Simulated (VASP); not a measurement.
# HfIrC2 (P6/mmm) in VASP: single point with PBE

Aim: the single point of HfIrC2 with PBE.

All numbers are computed with VASP 6.6.1; they aren't measurements. Logs are shortened: lines on timing, memory, paths and dates and some standing lists are left out, and cuts for length are marked.

## Step 1: The cell of the first run

The structure is hexagonal, space group P6/mmm (No. 191). Conventional cell: a = 3.914 Å, b = 3.914 Å, c = 5.140 Å, α = 90.00°, β = 90.00°, γ = 120.00°. Within 3.0 Å of Hf (site symmetry 6/mmm) lie 6 C at 2.26 Å and 2 Ir at 2.57 Å. Within 3.5 Å of Ir (site symmetry 6/mmm) lie 2 Hf at 2.57 Å and 12 C at 3.42 Å. Within 3.0 Å of C (site symmetry -6m2) lie 3 Hf at 2.26 Å and 3 C at 2.26 Å.

## Step 2: Single point, PBE

The input, POSCAR:

```
HfIrC2
1.0
    3.9137599154      0.0000000000      0.0000000000
   -1.9568799577      3.3894155111      0.0000000000
    0.0000000000      0.0000000000      5.1397901477
Hf Ir C
1 1 2
Direct
    0.0000000000      0.0000000000      0.0000000000
    0.0000000000      0.0000000000      0.5000000000
    0.3333333333      0.6666666667      0.0000000000
    0.6666666667      0.3333333333      0.0000000000
```

The input, INCAR.step1:

```
  PREC = Accurate
  ENCUT = 520
  EDIFF = 1E-7
  ISMEAR = 0
  SIGMA = 0.1
  LREAL = F
  LASPH = T
  NELM = 100
  ALGO = Normal
  ISIF = 2
  LWAVE = F
  LCHARG = T
  LMAXMIX = 4
  GGA = PE
  NBANDS = 22
```

The input, KPOINTS.step1:

```
regular mesh
0
Gamma
  12 12 10
```

The input, INCAR.step2:

```
  PREC = Accurate
  ENCUT = 520
  EDIFF = 1E-7
  ISMEAR = -5
  SIGMA = 0.1
  LREAL = F
  LASPH = T
  NELM = 100
  ALGO = Normal
  ISIF = 2
  LWAVE = F
  LCHARG = F
  LMAXMIX = 4
  GGA = PE
  LORBIT = 11
  NEDOS = 1001
  ICHARG = 11
```

The input, KPOINTS.step2:

```
regular mesh
0
Gamma
  18 18 15
```

Potentials or basis: VASP PAW PBE potentials, release 64 (Hf_pv, Ir, C).

The run is started by

```
> cat potpaw_PBE.64/Hf_pv/POTCAR potpaw_PBE.64/Ir/POTCAR potpaw_PBE.64/C/POTCAR > POTCAR
> cp INCAR.step1 INCAR
> cp KPOINTS.step1 KPOINTS
> mpirun -np 1 vasp_std > vasp.out
> cp INCAR.step2 INCAR
> cp KPOINTS.step2 KPOINTS
> mpirun -np 1 vasp_std > vasp.out
```

OUTCAR:

```text
PREC = Accurate
   ENCUT = 520
   EDIFF = 1E-7
   ISMEAR = -5
   LREAL = F
   LASPH = T
   NELM = 100
   ISIF = 2
   GGA = PE
   LORBIT = 11
   ICHARG = 11

 ion  position               nearest neighbor table
   1  0.000  0.000  0.000-   3 2.26   4 2.26   4 2.26   3 2.26   4 2.26   3 2.26   2 2.57   2 2.57

   2  0.000  0.000  0.500-   1 2.57   1 2.57
   3  0.333  0.667  0.000-   1 2.26   1 2.26   1 2.26
   4  0.667  0.333  0.000-   1 2.26   1 2.26   1 2.26

  LATTYP: Found a hexagonal cell.
 ALAT       =     3.9137599154
 C/A-ratio  =     1.3132614823

  Lattice vectors:

 A1 = (   3.9137599154,   0.0000000000,   0.0000000000)
 A2 = (  -1.9568799577,   3.3894155111,   0.0000000000)
 A3 = (   0.0000000000,   0.0000000000,   5.1397901477)

Analysis of symmetry for initial positions (statically):
=====================================================================
 Subroutine PRICEL returns:
 Original cell was already a primitive cell.

 Routine SETGRP: Setting up the symmetry group for a
 hexagonal supercell.

 Subroutine GETGRP returns: Found 24 space group operations
 (whereof 24 operations were pure point group operations)
 out of a pool of 24 trial point group operations.

The static configuration has the point symmetry D_6h.

Analysis of symmetry for dynamics (positions and initial velocities):
=====================================================================
 Subroutine PRICEL returns:
 Original cell was already a primitive cell.

 Routine SETGRP: Setting up the symmetry group for a
 hexagonal supercell.

 Subroutine GETGRP returns: Found 24 space group operations
 (whereof 24 operations were pure point group operations)
 out of a pool of 24 trial point group operations.

The dynamic configuration has the point symmetry D_6h.

 Subroutine INISYM returns: Found 24 space group operations
 (whereof 24 operations are pure point group operations),
 and found     1 'primitive' translations

----------------------------------------------------------------------------------------

                                     Primitive cell

  volume of cell :      68.1812

  direct lattice vectors                    reciprocal lattice vectors
     3.913759915  0.000000000  0.000000000     0.255508775  0.147518060  0.000000000
    -1.956879958  3.389415511  0.000000000     0.000000000  0.295036120  0.000000000
     0.000000000  0.000000000  5.139790148     0.000000000  0.000000000  0.194560473

  length of vectors
     3.913759915  3.913759915  5.139790148     0.295036120  0.295036120  0.194560473

  position of ions in fractional coordinates (direct lattice)
     0.000000000  0.000000000  0.000000000
     0.000000000  0.000000000  0.500000000
     0.333333333  0.666666667  0.000000000
     0.666666667  0.333333333  0.000000000

  ion indices of the primitive-cell ions
   primitive index   ion index
                 1           1
                 2           2
                 3           3
                 4           4

----------------------------------------------------------------------------------------

 KPOINTS: regular mesh

Automatic generation of k-mesh.
 Grid dimensions read from file:
 generate k-points for:   18   18   15

 Generating k-lattice:

  Cartesian coordinates                     Fractional coordinates (reciprocal lattice)
     0.014194932  0.008195448  0.000000000     0.055555556  0.000000000  0.000000000
     0.000000000  0.016390896  0.000000000     0.000000000  0.055555556  0.000000000
     0.000000000  0.000000000  0.012970698     0.000000000  0.000000000  0.066666667

  Length of vectors
     0.016390896  0.016390896  0.012970698

  Shift w.r.t. Gamma in fractional coordinates (k-lattice)
     0.000000000  0.000000000  0.000000000

 TETIRR: Found   4782 inequivalent tetrahedra from    29160

 Subroutine IBZKPT returns following result:
 ===========================================

 Found    296 irreducible k-points:

 Following reciprocal coordinates:
            Coordinates               Weight
  0.000000  0.000000  0.000000      1.000000
  0.055556 -0.000000  0.000000      6.000000
  0.111111 -0.000000  0.000000      6.000000
  0.166667  0.000000  0.000000      6.000000
  0.222222  0.000000  0.000000      6.000000
  0.277778  0.000000  0.000000      6.000000
[... 16 lines left out ...]
  0.333333  0.111111  0.000000     12.000000
  0.388889  0.111111  0.000000     12.000000
 [... further k-points ...]
   k-points           NKPTS =    296   k-points in BZ     NKDIM =    296   number of bands    NBANDS=     17
   number of dos      NEDOS =   1001   number of ions     NIONS =      4
   total plane-waves  NPLWV =  36000
   dimension x,y,z NGX =    30 NGY =   30 NGZ =   40
   dimension x,y,z NGXF=    60 NGYF=   60 NGZF=   80
   ions per type =               1   1   2
   NGX,Y,Z   is equivalent  to a cutoff of  12.74, 12.74, 12.94 a.u.
   NGXF,Y,Z  is equivalent  to a cutoff of  25.49, 25.49, 25.88 a.u.
 SYSTEM =  unknown system
   PREC   = accura    normal or accurate (medium, high low for compatibility)
   ISTART =      0    job   : 0-new  1-cont  2-samecut
   ICHARG =     11    charge: 1-file 2-atom 10-const
   ISPIN  =      1    spin polarized calculation?
   LNONCOLLINEAR =      F non collinear calculations
   LSORBIT =      F    spin-orbit coupling
   LASPH  =      T    aspherical Exc in radial PAW
   ENCUT  =  520.0 eV  38.22 Ry    6.18 a.u.   7.28  7.28  9.56*2*pi/ulx,y,z
   NELM   =    100;   NELMIN=  2; NELMDL=  0     # of ELM steps
   EDIFF  = 0.1E-06   stopping-criterion for ELM
   LREAL  =      F    real-space projection
   EDIFFG = 0.1E-05   stopping-criterion for IOM
   NSW    =      0    number of steps for IOM
   IBRION =     -1    ionic relax: 0-MD 1-quasi-New 2-CG
   NFREE  =      0    steps in history (QN), initial steepest desc. (CG)
   ISIF   =      2    stress and relaxation
   ISYM   =      2    0-nonsym 1-usesym 2-fastsym
   POTIM  = 0.5000    time-step for ionic-motion
   TEBEG  =    0.0;   TEEND  =   0.0 temperature during run
   PSTRESS=    0.0 pullay stress
   NELECT =      27.0000    total number of electrons
   NUPDOWN=      -1.0000    fix difference up-down
   EMIN   =  10.00;   EMAX   =-10.00  energy-range for DOS
   EFERMI =   0.00;   METHOD = LEGACY
   ISMEAR =    -5;   SIGMA  =   0.10  broadening in eV -4-tet -1-fermi 0-gaus
   EFERMI_NEDOS =   21; number of points for ismear=-14 and -15
   IALGO  =     38    algorithm
   IMIX   =      4    mixing-type and parameters
     AMIX     =   0.40;   BMIX     =  1.00
     AMIX_MAG =   1.60;   BMIX_MAG =  1.00
  volume/ion in A,a.u.               =      17.05       115.03
  Fermi-wavevector in a.u.,A,eV,Ry     =   1.202194  2.271818 19.664104  1.445271
  Thomas-Fermi vector in A             =   2.337982
   LORBIT       =     11    0 simple, 1 ext, 2 COOP (PROOUT), +10 PAW based schemes
   GGA     = PE    functional components
   LHFCALC =     F    Hartree Fock is set to
   AEXX    =    0.0000 exact exchange contribution
   IVDW    =     0    specifies the selected vdW correction
   LEPSILON=     F    determine dielectric tensor
   LRPA    =     F    only Hartree local field effects (RPA)
 non-spin polarized calculation
 Fermi weights with tetrahedron method with Bloechl corrections
  energy-cutoff  :      520.00
  volume of cell :       68.18
 maximum number of plane-waves:      1855
 NGX is ok and might be reduce to    30

 number of electron      26.9999999 magnetization

 Free energy of the ion-electron system (eV)
  ---------------------------------------------------
  ext. energy  EPLUGINS =         0.00000000
  ---------------------------------------------------
  free energy    TOTEN  =       -27.46370426 eV

  energy without entropy =      -27.46370426  energy(sigma->0) =      -27.46370426

 E-fermi :   3.2823     XC(G=0): -10.5900

 val. band max:        3.3103946711   @ k =   0.3333   0.3333   0.4000
 cond. band min:       3.2460715925   @ k =   0.1667   0.1667   0.0000
 fundamental gap:     -0.0643230787
 Fermi energy:         3.2823347348

 k-point     1 :       0.0000    0.0000    0.0000
  band No.  band energies     occupation
      1     -26.7407      2.00000
      2     -26.5867      2.00000
      3     -26.5867      2.00000
      4      -9.5859      2.00000
      5      -2.4466      2.00000
      6      -1.9378      2.00000
[... 9 lines left out ...]
     16       5.7190      0.00000
     17       5.7190      0.00000

 k-point     2 :       0.0556   -0.0000    0.0000
  band No.  band energies     occupation
      1     -26.7404      2.00000
      2     -26.5914      2.00000
      3     -26.5879      2.00000
      4      -9.5386      2.00000
      5      -2.9564      2.00000
      6      -1.8953      2.00000
[... 9 lines left out ...]
     16       5.5477      0.00000
     17       5.6684      0.00000

 k-point     3 :       0.1111   -0.0000    0.0000
  band No.  band energies     occupation
      1     -26.7393      2.00000
      2     -26.6049      2.00000
      3     -26.5913      2.00000
      4      -9.3985      2.00000
      5      -3.5926      2.00000
      6      -1.7694      2.00000
[... 9 lines left out ...]
     16       5.0890      0.00000
     17       5.5175      0.00000

 k-point     4 :       0.1667    0.0000    0.0000
  band No.  band energies     occupation
      1     -26.7377      2.00000
      2     -26.6255      2.00000
      3     -26.5965      2.00000
      4      -9.1718      2.00000
      5      -4.1761      2.00000
      6      -1.5643      2.00000
[... 9 lines left out ...]
     16       4.8670      0.00000
     17       5.2705      0.00000

 k-point     5 :       0.2222    0.0000    0.0000
  band No.  band energies     occupation
      1     -26.7357      2.00000
      2     -26.6505      2.00000
      3     -26.6029      2.00000
      4      -8.8681      2.00000
      5      -4.7003      2.00000
      6      -1.2880      2.00000
[... 9 lines left out ...]
     16       4.6000      0.00000
     17       4.9387      0.00000

 k-point     6 :       0.2778    0.0000    0.0000
  band No.  band energies     occupation
      1     -26.7336      2.00000
      2     -26.6770      2.00000
      3     -26.6097      2.00000
      4      -8.5017      2.00000
      5      -5.1701      2.00000
      6      -0.9537      2.00000
[... 9 lines left out ...]
     16       4.3231      0.00000
     17       4.5461      0.00000
[... 281 lines left out ...]
 k-point    21 :       0.2222    0.1111    0.0000
  band No.  band energies     occupation
      1     -26.7330      2.00000
      2     -26.6799      2.00000
      3     -26.6170      2.00000
      4      -8.3805      2.00000
      5      -5.2609      2.00000
      6      -1.0928      2.00000
[... 9 lines left out ...]
     16       4.2776      0.00000
     17       4.8300      0.00000

 k-point    22 :       0.2778    0.1111    0.0000
  band No.  band energies     occupation
      1     -26.7312      2.00000
      2     -26.7012      2.00000
      3     -26.6249      2.00000
      4      -7.9766      2.00000
      5      -5.6376      2.00000
      6      -1.0085      2.00000
[... 9 lines left out ...]
     16       4.0567      0.00000
     17       4.8314      0.00000

 k-point    23 :       0.3333    0.1111    0.0000
  band No.  band energies     occupation
      1     -26.7297      2.00000
      2     -26.7185      2.00000
      3     -26.6313      2.00000
      4      -7.5513      2.00000
      5      -5.9948      2.00000
      6      -1.0323      2.00000
[... 9 lines left out ...]
     16       3.8711      0.00000
     17       5.2989      0.00000

 k-point    24 :       0.3889    0.1111    0.0000
  band No.  band energies     occupation
      1     -26.7297      2.00000
      2     -26.7287      2.00000
      3     -26.6355      2.00000
      4      -7.1286      2.00000
      5      -6.3507      2.00000
      6      -1.0969      2.00000
[... 9 lines left out ...]
     16       3.8978      0.00000
     17       5.9435      0.00000

 [... further k-points ...]

------------------------ aborting loop because EDIFF is reached ----------------------------------------

  FORCE on cell =-STRESS in cart. coord.  units (eV):
  Direction    XX          YY          ZZ          XY          YZ          ZX
  --------------------------------------------------------------------------------------
  -------------------------------------------------------------------------------------
  Total        0.0934094      0.0934094     -0.2590468      0.0000000     -0.0000000      0.0000000
  in kB        2.1950111      2.1950111     -6.0872957      0.0000000     -0.0000000      0.0000000
  external PRESSURE =      -0.5657579 kB  Pullay stress =       0.0000000 kB

 VOLUME and BASIS-vectors are now :
 -----------------------------------------------------------------------------
  energy-cutoff  :      520.00
  volume of cell :       68.18
      direct lattice vectors                 reciprocal lattice vectors
     3.913759915  0.000000000  0.000000000     0.255508775  0.147518060  0.000000000
    -1.956879958  3.389415511  0.000000000     0.000000000  0.295036120  0.000000000
     0.000000000  0.000000000  5.139790148     0.000000000  0.000000000  0.194560473

 POSITION                                       TOTAL-FORCE (eV/Angst)
 -----------------------------------------------------------------------------------
      0.00000      0.00000      0.00000         0.000000      0.000000      0.000000
      0.00000      0.00000      2.56990         0.000000      0.000000      0.000000
     -0.00000      2.25961      0.00000        -0.000000      0.000000     -0.000000
      1.95688      1.12981      0.00000         0.000000      0.000000      0.000000
 -----------------------------------------------------------------------------------
    total drift:                                0.000000      0.000000     -0.000000

  FREE ENERGIE OF THE ION-ELECTRON SYSTEM (eV)
  ---------------------------------------------------
  free  energy   TOTEN  =       -27.4637042614 eV

  energy  without entropy=      -27.4637042614  energy(sigma->0) =      -27.46370426

 total charge

# of ion       s       p       d       tot
------------------------------------------
    1        0.390   6.578   1.821   8.789
    2        0.557   0.119   7.197   7.873
    3        0.996   1.204   0.000   2.200
    4        0.996   1.204   0.000   2.200
--------------------------------------------------
tot          2.938   9.105   9.018  21.062
```

It took 3.8 min on 1 thread of Intel Xeon 6975P-C (Granite Rapids), shared host; peak memory 0.49 GiB.

What came out:

```
Valence electrons inside the program's atomic spheres : Hf 8.79; Ir 7.87; C 2.20
```

Caveat: spin-orbit coupling is left out, which moves the levels of the heavy elements.
